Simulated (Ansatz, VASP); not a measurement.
## Two plane-wave programs on Ge

INCAR

```
PREC = Accurate
ENCUT = 520
EDIFF = 1E-7
ISMEAR = 0
SIGMA = 0.15
LREAL = F
LASPH = T
NELM = 100
ALGO = Fast
ISIF = 2
LWAVE = F
LCHARG = F
GGA = PS
IVDW = 12
NBANDS = 21
```

File KPOINTS:

```
regular mesh
0
Gamma
  20 20 12
```

POSCAR

```
Ge
1.0
    1.4640478737     -2.5528324581      0.0000000000
    1.4640478737      2.5528324581      0.0000000000
    0.0000000000      0.0000000000      4.8838974542
Ge
2
Direct
    0.6665533700      0.3334466300      0.2500000000
    0.3334466300      0.6665533700      0.7500000000
```

Input for Ansatz:

```yaml
crystal:
  lattice:
    - [1.4640478737, -2.5528324581, 0.0]
    - [1.4640478737, 2.5528324581, 0.0]
    - [0.0, 0.0, 4.8838974542]
  atoms:
    - { symbol: Ge, position: [0.66655337, 0.33344663, 0.25] }
    - { symbol: Ge, position: [0.33344663, 0.66655337, 0.75] }
basis:
  ecutwfc: 420
kpoints:
  mp_grid: { grid: [20, 20, 12] }
hamiltonian:
  xc: pbesol
  dispersion: d3bj
scf:
  occupations: { method: gaussian, width: 0.15 }
output:
  forces: true
  stress: true
  eigenvalues: true
```

Alike in both runs: task single point; functional PBEsol; dispersion D3(BJ); k mesh 20 × 20 × 12; occupations gaussian, width 0.15 eV; no spin polarisation.

|  | VASP | Ansatz |
| --- | --- | --- |
| version | VASP 6.6.1 | Ansatz 0.2.0 |
| potentials or method | VASP PAW PBE potentials, release 64 (Ge_d), cutoff 520 eV | scalar-relativistic, plane waves, PAW |
| valence electrons in the cell | 28 | 28 |

```tsv
	VASP	Ansatz	Ansatz less VASP
gap on the k mesh at the Fermi level (eV)	none	none	-
pressure (GPa)	-2.6	-2.6	-0.08
traceless stress, the component that is largest in VASP (GPa)	0.16	0.16	-0.003
```

VASP's potentials were made for PBE, not for PBEsol. A gap of «none» marks a metal or a gap that the smearing closes.
